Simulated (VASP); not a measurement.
Wanted: the native input for a VASP 6.6.1 run.

* Task: density of states
* Functional: PBEsol
* Potentials or basis: VASP PAW PBE potentials, release 64 (Ta_pv, N)
* Cutoff: 520 eV
* k mesh: 9 × 9 × 5
* Occupations: fermi-dirac, width 0.01 eV
* Spin: no spin polarisation
* Dipole correction: no
* k mesh for the DOS: 14 × 14 × 8
* Occupations for the DOS: tetrahedron
* Further INCAR settings: ALGO = Normal; EDIFF = 1e-06; NBANDS = 24

TaN:

```
Ta N
1.0
     3.04800    0.00000    0.00000
    -1.52400    2.63965    0.00000
     0.00000    0.00000    4.91800
Ta N
2 2
Direct
  0.00000 0.00000 0.00000
  0.00000 0.00000 0.50000
  0.33333 0.66667 0.25000
  0.66667 0.33333 0.75000
```

These files were run (other wordings do the same):

POSCAR

```
TaN
1.0
    3.0480019786      0.0000000000      0.0000000000
   -1.5240009893      2.6396471442      0.0000000000
    0.0000000000      0.0000000000      4.9180000000
Ta N
2 2
Direct
    0.0000000000      0.0000000000      0.0000000000
    0.0000000000      0.0000000000      0.5000000000
    0.3333333333      0.6666666667      0.2500000000
    0.6666666667      0.3333333333      0.7500000000
```

INCAR.step1

```
PREC = Accurate
ENCUT = 520
EDIFF = 1E-6
ISMEAR = -1
SIGMA = 0.01
LREAL = False
LASPH = True
NELM = 60
ALGO = Normal
ISIF = 2
LWAVE = False
LCHARG = True
LMAXMIX = 4
GGA = PS
NBANDS = 24
```

KPOINTS.step1

```
Automatic mesh
0
Gamma
  9 9 5
```

INCAR.step2

```
PREC = Accurate
ENCUT = 520
EDIFF = 1E-6
ISMEAR = -5
SIGMA = 0.01
LREAL = False
LASPH = True
NELM = 60
ALGO = Normal
ISIF = 2
LWAVE = False
LCHARG = False
LMAXMIX = 4
GGA = PS
LORBIT = 11
NBANDS = 24
NEDOS = 2001
ICHARG = 11
```

KPOINTS.step2

```
Automatic mesh
0
Gamma
  14 14 8
```

Potentials or basis: VASP PAW PBE potentials, release 64 (Ta_pv, N).

Run with:

```sh
$ cat potpaw_PBE.64/Ta_pv/POTCAR potpaw_PBE.64/N/POTCAR > POTCAR
$ cp INCAR.step1 INCAR
$ cp KPOINTS.step1 KPOINTS
$ mpirun -np 1 vasp_std > vasp.out
$ cp INCAR.step2 INCAR
$ cp KPOINTS.step2 KPOINTS
$ mpirun -np 1 vasp_std > vasp.out
```

It gave:

```json
{
 "Valence electrons inside the program's atomic spheres": "Ta 9.36; N 3.80"
}
```

Caveat: spin-orbit coupling is left out, which moves the levels of the heavy elements.

Wall time 2.3 min on 1 thread of Intel Xeon 8259CL, with other jobs on the host, peak memory 0.22 GiB.
